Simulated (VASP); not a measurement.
A run of VASP 6.6.1 is set up as follows.

The input POSCAR:

```
C
1.0
    1.7801417073     -1.7801417073      0.0000000000
    1.7801417073      0.0000000000     -1.7801417073
    7.2649043966      7.2649043966      7.2649043966
C
12
Direct
    0.6666666667      0.6666666667      0.2654851456
    0.0000000000      0.0000000000      0.1021297767
    0.3333333333      0.3333333333      0.4288405146
    0.6666666667      0.6666666667      0.7555512525
    1.0000000000      1.0000000000      0.5921958836
    0.3333333333      0.3333333333      0.9189066215
    0.6666666667      0.6666666667      0.3880016724
    1.0000000000      1.0000000000      0.2246463034
    0.3333333333      0.3333333333      0.5513570413
    0.6666666667      0.6666666667      0.8780677793
    0.0000000000      0.0000000000      0.7147124103
    0.3333333333      0.3333333333      0.0612909344
```

INCAR.step1

```
SYSTEM = C
ALGO = Normal ; EDIFF = 1E-4
ENCUT = 520 ; GGA = PE
ISMEAR = 0 ; LASPH = .True.
LCHARG = .False. ; LREAL = .False.
LWAVE = .True. ; NBANDS = 36
NELM = 80 ; PREC = Accurate
SIGMA = 0.05
```

Contents of INCAR.step2:

```
SYSTEM = C
ALGO = Normal ; EDIFF = 1E-6
ENCUT = 520 ; ISIF = 2
ISMEAR = 0 ; ISTART = 1
LASPH = .True. ; LCHARG = .False.
LMIXTAU = .True. ; LREAL = .False.
LWAVE = .False. ; METAGGA = R2SCAN
NBANDS = 36 ; NELM = 80
PREC = Accurate ; SIGMA = 0.05
```

KPOINTS

```
k-points
0
Gamma
  10 10 2
  0 0 0
```

Potentials or basis: VASP PAW PBE potentials, release 64 (C).

The run is started by

```bash
$ cat potpaw_PBE.64/C/POTCAR > POTCAR
$ cp INCAR.step1 INCAR
$ mpirun -np 1 vasp_std > vasp.out
$ cp INCAR.step2 INCAR
$ mpirun -np 1 vasp_std > vasp.out
```

(1) Predict the largest force.

(2) What does it give for the band gap on the k mesh?

(3) What does it give for the pressure?

## Answers

(1) 1.971 eV/Å.

(2) 4.03 eV.

(3) -4.7 GPa.

Caveat: the PAW data sets were made with another functional, which shifts forces and pressure a little.
